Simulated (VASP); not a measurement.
# Mg8O9 (a cell with a defect) in VASP: single point with PBE

Aim: the single point of Mg8O9 (a cell with a defect) with PBE.

Program: VASP 6.6.1. These are calculated values, not measurements. Logs are shortened: lines on timing, memory, paths and dates and some standing lists are left out, and cuts for length are marked.

**1. The cell of the first run**

The cell holds a defect, 17 atoms: a = 6.234 Å, b = 6.234 Å, c = 6.234 Å, α = 60.00°, β = 60.00°, γ = 60.00°.

**2. Single point, PBE, collinear spin**

INCAR

```
SYSTEM = Mg8O9
PREC = Accurate ; ENCUT = 620
EDIFF = 1E-6 ; ISMEAR = -1
SIGMA = 0.02 ; LREAL = Auto
LASPH = .TRUE. ; NELM = 200
ALGO = Normal ; ISIF = 2
LWAVE = .FALSE. ; LCHARG = .FALSE.
ISPIN = 2 ; MAGMOM = 0 0 0 0 0 0 0 0 0 0 0 0 0 0 0 0 1
LORBIT = 11 ; GGA = PE
NBANDS = 85 ; GGA_COMPAT = .FALSE.
```

KPOINTS

```
Automatic mesh
0
G
  2 2 2
  0 0 0
```

POSCAR

```
Mg8O9
1.0
    0.0000000000      4.4080000000      4.4080000000
    4.4080000000      0.0000000000      4.4080000000
    4.4080000000      4.4080000000      0.0000000000
Mg O
8 9
Direct
    0.0124691385      0.0013974007     -0.0274543876
   -0.0138952334     -0.0099563283      0.4955379313
   -0.0147938671      0.5246805024     -0.0379991267
    0.0203642358      0.4925325402      0.4654746046
    0.4924102465      0.0223617112     -0.0081912660
    0.5271506692     -0.0099081864      0.4954944671
    0.5269562560      0.5248290736     -0.0381312186
    0.5002736317      0.5131888681      0.4849346322
    0.2547716565      0.1421936662      0.3471002594
    0.2565098986      0.2571902825      0.7285665265
    0.2565254181      0.7573208718      0.2285667824
    0.2563353123      0.7576971425      0.7283101036
    0.7564987708      0.2573844971      0.2285104565
    0.7564952365      0.2573589831      0.7285878339
    0.7564471177      0.7572780768      0.2286487443
    0.7565584315      0.7573059181      0.7284626375
    0.2583510407      0.3732285003      0.1090063196
```

Potentials or basis: VASP PAW PBE potentials, release 64 (Mg_sv, O).

Run with:

```console
$ cat potpaw_PBE.64/Mg_sv/POTCAR potpaw_PBE.64/O/POTCAR > POTCAR
$ mpirun -np 1 vasp_std > vasp.out
```

OUTCAR:

```text
SYSTEM = Mg8O9
   PREC = Accurate
   ENCUT = 620
   EDIFF = 1E-6
   ISMEAR = -1
   LREAL = Auto
   LASPH = .TRUE.
   NELM = 200
   ISIF = 2
   ISPIN = 2
   LORBIT = 11
   GGA = PE

 ion  position               nearest neighbor table
   1  0.012  0.001  0.973-
   2  0.986  0.990  0.496-   9 1.93  16 2.04
   3  0.985  0.525  0.962-  17 1.93  16 2.04
   4  0.020  0.493  0.465-
   5  0.492  0.022  0.992-
   6  0.527  0.990  0.495-   9 1.93  16 2.04
   7  0.527  0.525  0.962-  17 1.93  16 2.04
   8  0.500  0.513  0.485-
   9  0.255  0.142  0.347-  17 1.46   6 1.93   2 1.93
  10  0.257  0.257  0.729-
  11  0.257  0.757  0.229-
  12  0.256  0.758  0.728-
  13  0.756  0.257  0.229-
  14  0.756  0.257  0.729-
  15  0.756  0.757  0.229-
  16  0.757  0.757  0.728-   7 2.04   3 2.04   2 2.04   6 2.04
  17  0.258  0.373  0.109-   9 1.46   7 1.93   3 1.93

  LATTYP: Found a face centered cubic cell.
 ALAT       =     8.8160000000

  Lattice vectors:

 A1 = (   0.0000000000,   4.4080000000,   4.4080000000)
 A2 = (   4.4080000000,   0.0000000000,   4.4080000000)
 A3 = (   4.4080000000,   4.4080000000,   0.0000000000)

Analysis of symmetry for initial positions (statically):
=====================================================================
 Subroutine PRICEL returns:
 Original cell was already a primitive cell.

 Routine SETGRP: Setting up the symmetry group for a
 face centered cubic supercell.

 Subroutine GETGRP returns: Found  1 space group operations
 (whereof  1 operations were pure point group operations)
 out of a pool of 48 trial point group operations.

The static configuration has the point symmetry C_1 .

Analysis of symmetry for dynamics (positions and initial velocities):
=====================================================================
 Subroutine PRICEL returns:
 Original cell was already a primitive cell.

 Routine SETGRP: Setting up the symmetry group for a
 face centered cubic supercell.

 Subroutine GETGRP returns: Found  1 space group operations
 (whereof  1 operations were pure point group operations)
 out of a pool of 48 trial point group operations.

The dynamic configuration has the point symmetry C_1 .

Analysis of structural, dynamic, and magnetic symmetry:
=====================================================================
 Subroutine PRICEL returns:
 Original cell was already a primitive cell.

 Routine SETGRP: Setting up the symmetry group for a
 face centered cubic supercell.

 Subroutine GETGRP returns: Found  1 space group operations
 (whereof  1 operations were pure point group operations)
 out of a pool of 48 trial point group operations.

The overall configuration has the point symmetry C_1 .

 Subroutine INISYM returns: Found  1 space group operations
 (whereof  1 operations are pure point group operations),
 and found     1 'primitive' translations

----------------------------------------------------------------------------------------

                                     Primitive cell

  volume of cell :     171.2990

  direct lattice vectors                    reciprocal lattice vectors
     0.000000000  4.408000000  4.408000000    -0.113430127  0.113430127  0.113430127
     4.408000000  0.000000000  4.408000000     0.113430127 -0.113430127  0.113430127
     4.408000000  4.408000000  0.000000000     0.113430127  0.113430127 -0.113430127

  length of vectors
     6.233853383  6.233853383  6.233853383     0.196466743  0.196466743  0.196466743

  position of ions in fractional coordinates (direct lattice)
     0.012469139  0.001397401  0.972545612
     0.986104767  0.990043672  0.495537931
[... 65 lines left out ...]
  0.500000  0.000000  0.000000      1.000000
  0.000000  0.500000  0.000000      1.000000
  0.000000  0.000000  0.500000      1.000000
  0.500000  0.500000  0.500000      1.000000
  0.500000  0.500000  0.000000      1.000000
  0.000000  0.500000  0.500000      1.000000
  0.500000  0.000000  0.500000      1.000000
   k-points           NKPTS =      8   k-points in BZ     NKDIM =      8   number of bands    NBANDS=     85
   number of dos      NEDOS =    301   number of ions     NIONS =     17
   total plane-waves  NPLWV = 157464
   dimension x,y,z NGX =    54 NGY =   54 NGZ =   54
   dimension x,y,z NGXF=   108 NGYF=  108 NGZF=  108
   ions per type =               8   9
   NGX,Y,Z   is equivalent  to a cutoff of  14.40, 14.40, 14.40 a.u.
   NGXF,Y,Z  is equivalent  to a cutoff of  28.80, 28.80, 28.80 a.u.
 SYSTEM =  Mg8O9
   PREC   = accura    normal or accurate (medium, high low for compatibility)
   ISTART =      0    job   : 0-new  1-cont  2-samecut
   ICHARG =      2    charge: 1-file 2-atom 10-const
   ISPIN  =      2    spin polarized calculation?
   LNONCOLLINEAR =      F non collinear calculations
   LSORBIT =      F    spin-orbit coupling
   LASPH  =      T    aspherical Exc in radial PAW
   ENCUT  =  620.0 eV  45.57 Ry    6.75 a.u.  12.66 12.66 12.66*2*pi/ulx,y,z
   NELM   =    200;   NELMIN=  2; NELMDL= -5     # of ELM steps
   EDIFF  = 0.1E-05   stopping-criterion for ELM
   LREAL  =      T    real-space projection
   EDIFFG = 0.1E-04   stopping-criterion for IOM
   NSW    =      0    number of steps for IOM
   IBRION =     -1    ionic relax: 0-MD 1-quasi-New 2-CG
   NFREE  =      0    steps in history (QN), initial steepest desc. (CG)
   ISIF   =      2    stress and relaxation
   ISYM   =      2    0-nonsym 1-usesym 2-fastsym
   POTIM  = 0.5000    time-step for ionic-motion
   TEBEG  =    0.0;   TEEND  =   0.0 temperature during run
   PSTRESS=    0.0 pullay stress
   NELECT =     134.0000    total number of electrons
   NUPDOWN=      -1.0000    fix difference up-down
   EMIN   =  10.00;   EMAX   =-10.00  energy-range for DOS
   EFERMI =   0.00;   METHOD = LEGACY
   ISMEAR =    -1;   SIGMA  =   0.02  broadening in eV -4-tet -1-fermi 0-gaus
   EFERMI_NEDOS =   21; number of points for ismear=-14 and -15
   IALGO  =     38    algorithm
   IMIX   =      4    mixing-type and parameters
     AMIX     =   0.40;   BMIX     =  1.00
     AMIX_MAG =   1.60;   BMIX_MAG =  1.00
  volume/ion in A,a.u.               =      10.08        68.00
  Fermi-wavevector in a.u.,A,eV,Ry     =   1.508429  2.850517 30.958122  2.275358
  Thomas-Fermi vector in A             =   2.618884
   LORBIT       =     11    0 simple, 1 ext, 2 COOP (PROOUT), +10 PAW based schemes
   GGA     = PE    functional components
   LHFCALC =     F    Hartree Fock is set to
   AEXX    =    0.0000 exact exchange contribution
   IVDW    =     0    specifies the selected vdW correction
   LEPSILON=     F    determine dielectric tensor
   LRPA    =     F    only Hartree local field effects (RPA)
 spin polarized calculation
  energy-cutoff  :      620.00
  volume of cell :      171.30
 maximum number of plane-waves:      5996
 NGX is ok and might be reduce to    54
   NGX = 25   NGY = 25   NGZ = 25

 number of electron     134.0000020 magnetization       0.0000061

 number of electron     134.0000020 magnetization      -0.0000021

 Free energy of the ion-electron system (eV)
  ---------------------------------------------------
  ext. energy  EPLUGINS =         0.00000000
  ---------------------------------------------------
  free energy    TOTEN  =       -97.44480386 eV

  energy without entropy =      -97.44480386  energy(sigma->0) =      -97.44480386

 E-fermi :   3.7143     XC(G=0): -10.9495

 val. band max:        3.1287408932   @ k =   0.0000   0.5000   0.5000
 cond. band min:       6.1672769951   @ k =   0.0000   0.0000   0.0000
 fundamental gap:      3.0385361019
 Fermi energy:         3.7142628835

 spin component 1

 k-point     1 :       0.0000    0.0000    0.0000
  band No.  band energies     occupation
      1     -70.6932      1.00000
      2     -70.6931      1.00000
      3     -70.2456      1.00000
      4     -70.2443      1.00000
      5     -70.1382      1.00000
      6     -70.1357      1.00000
[... 645 lines left out ...]
     78      12.9818      0.00000
     79      13.0853      0.00000
 Fermi energy:         3.7142628835

 spin component 2

 k-point     1 :       0.0000    0.0000    0.0000
  band No.  band energies     occupation
      1     -70.6932      1.00000
      2     -70.6931      1.00000
      3     -70.2456      1.00000
      4     -70.2443      1.00000
      5     -70.1382      1.00000
      6     -70.1356      1.00000
[... 645 lines left out ...]
     78      12.9818      0.00000
     79      13.0853      0.00000
 [bands above 79 left out]

------------------------ aborting loop because EDIFF is reached ----------------------------------------

  FORCE on cell =-STRESS in cart. coord.  units (eV):
  Direction    XX          YY          ZZ          XY          YZ          ZX
  --------------------------------------------------------------------------------------
  -------------------------------------------------------------------------------------
  Total       -7.6251647     -1.0994101     -1.1012574      0.1891752     -1.3654441     -0.1944482
  in kB      -71.3189697    -10.2828986    -10.3001766      1.7693754    -12.7711428     -1.8186941
  external PRESSURE =     -30.6340150 kB  Pullay stress =       0.0000000 kB

 VOLUME and BASIS-vectors are now :
 -----------------------------------------------------------------------------
  energy-cutoff  :      620.00
  volume of cell :      171.30
      direct lattice vectors                 reciprocal lattice vectors
     0.000000000  4.408000000  4.408000000    -0.113430127  0.113430127  0.113430127
     4.408000000  0.000000000  4.408000000     0.113430127 -0.113430127  0.113430127
     4.408000000  4.408000000  0.000000000     0.113430127  0.113430127 -0.113430127

 POSITION                                       TOTAL-FORCE (eV/Angst)
 -----------------------------------------------------------------------------------
      4.29314      4.34195      0.06112         0.012471      0.000036      0.000214
      6.54844      6.53108      8.71086        -0.000120     -0.007383     -0.001384
      6.55329      8.58329      6.65558        -0.003537     -0.001139     -0.000113
      4.22290      2.14158      2.26085         0.030195     -0.001234      0.003171
      4.47046      6.54244      2.26911        -0.033164      0.002255     -0.004299
      6.54846      4.50782      6.68800        -0.000106      0.004797      0.007221
[... 9 lines left out ...]
      6.54927      6.54597      6.67311         0.002061     -0.002336      0.000724
      2.12569      1.61931      2.78400         0.007143     -0.108518      0.106173
 -----------------------------------------------------------------------------------
    total drift:                               -0.005279     -0.006836      0.003773

  FREE ENERGIE OF THE ION-ELECTRON SYSTEM (eV)
  ---------------------------------------------------
  free  energy   TOTEN  =       -97.4448038610 eV

  energy  without entropy=      -97.4448038610  energy(sigma->0) =      -97.44480386

 total charge

# of ion       s       p       d       tot
------------------------------------------
    1        2.063   5.993   0.030   8.086
    2        2.070   6.007   0.039   8.116
    3        2.070   6.007   0.039   8.116
    4        2.059   5.991   0.030   8.080
    5        2.059   5.991   0.030   8.080
    6        2.070   6.007   0.039   8.116
[... 9 lines left out ...]
   16        1.539   3.550   0.000   5.090
   17        1.581   3.481   0.000   5.063
--------------------------------------------------
tot         30.449  79.468   0.274 110.191

 magnetization (x)

# of ion       s       p       d       tot
------------------------------------------
    1        0.000  -0.000  -0.000  -0.000
    2       -0.000   0.000   0.000   0.000
    3       -0.000  -0.000  -0.000  -0.000
    4       -0.000  -0.000  -0.000  -0.000
    5       -0.000  -0.000  -0.000  -0.000
    6       -0.000   0.000   0.000   0.000
[... 9 lines left out ...]
   16       -0.000  -0.000   0.000  -0.000
   17        0.000   0.000   0.000   0.000
--------------------------------------------------
tot         -0.000   0.000  -0.000   0.000
```

Run time: 12 min. Hardware: 1 thread of Intel Xeon Platinum 8259CL at 2.50GHz (Skylake/Cascade Lake), shared host; peak memory 0.59 GiB.

Results:

- Free energy: -97.4448 eV
- Pressure: -3.1 GPa
- Largest force: 0.164 eV/Å
- Band gap on the k mesh: 3.04 eV
- Net moment: 0.00 μB per cell
- Valence electrons inside the program's atomic spheres: Mg 8.09, 8.12, 8.08 (each value once); O 5.06, 5.03, 5.04, 5.02, 5.09 (each value once)

Forces on the atoms (eV/Å):
```
Mg   0.012  0.000  0.000
Mg   0.000 -0.007 -0.001
Mg  -0.004 -0.001  0.000
Mg   0.030 -0.001  0.003
Mg  -0.033  0.002 -0.004
Mg   0.000  0.005  0.007
Mg  -0.004  0.002 -0.003
Mg  -0.012  0.001  0.004
O    0.001  0.116 -0.115
O    0.003 -0.002  0.003
O   -0.001 -0.001  0.000
O   -0.001  0.003 -0.001
O    0.001  0.000 -0.001
O   -0.002 -0.002  0.000
O    0.000 -0.003  0.001
O    0.002 -0.002  0.001
O    0.007 -0.109  0.106
```

Stress tensor (GPa, compression positive):
```
-7.13  0.18 -0.18
 0.18 -1.03 -1.28
-0.18 -1.28 -1.03
```

Levels at points of the mesh, in eV from the valence-band top:
Spin up:
```csv
k point,band 64,band 65,band 66,band 67,band 68,band 69,band 70,band 71
"(0.00, 0.00, 0.00)",-1.10,-0.85,-0.82,-0.75,3.04,5.22,6.09,6.24
"(0.50, 0.00, 0.00)",-1.05,-1.02,-0.99,-0.18,5.05,5.20,5.76,7.66
"(0.00, 0.50, 0.00)",-1.05,-0.91,-0.71,-0.56,4.15,5.38,5.44,7.89
"(0.00, 0.00, 0.50)",-1.06,-0.86,-0.76,-0.45,4.12,5.41,5.41,7.89
"(0.50, 0.50, 0.50)",-1.05,-1.02,-0.99,-0.18,5.05,5.20,5.76,7.66
"(0.50, 0.50, 0.00)",-1.10,-0.98,-0.62,-0.44,4.21,6.16,6.24,7.60
"(0.00, 0.50, 0.50)",-1.22,-1.11,-0.48,0.00,5.18,6.05,6.34,7.36
"(0.50, 0.00, 0.50)",-1.10,-0.98,-0.62,-0.44,4.21,6.16,6.24,7.60
```
Spin down:
```
           k point  band 64  band 65  band 66  band 67  band 68  band 69  band 70  band 71
(0.00, 0.00, 0.00)    -1.10    -0.85    -0.82    -0.75     3.04     5.22     6.09     6.24
(0.50, 0.00, 0.00)    -1.05    -1.02    -0.99    -0.18     5.05     5.20     5.76     7.66
(0.00, 0.50, 0.00)    -1.05    -0.91    -0.71    -0.56     4.15     5.38     5.44     7.89
(0.00, 0.00, 0.50)    -1.06    -0.86    -0.76    -0.45     4.12     5.41     5.41     7.89
(0.50, 0.50, 0.50)    -1.05    -1.02    -0.99    -0.18     5.05     5.20     5.76     7.66
(0.50, 0.50, 0.00)    -1.10    -0.98    -0.62    -0.44     4.21     6.16     6.24     7.60
(0.00, 0.50, 0.50)    -1.22    -1.11    -0.48     0.00     5.18     6.05     6.34     7.36
(0.50, 0.00, 0.50)    -1.10    -0.98    -0.62    -0.44     4.21     6.16     6.24     7.60
```

Caveat: the k points lie up to 0.62 Å⁻¹ apart.
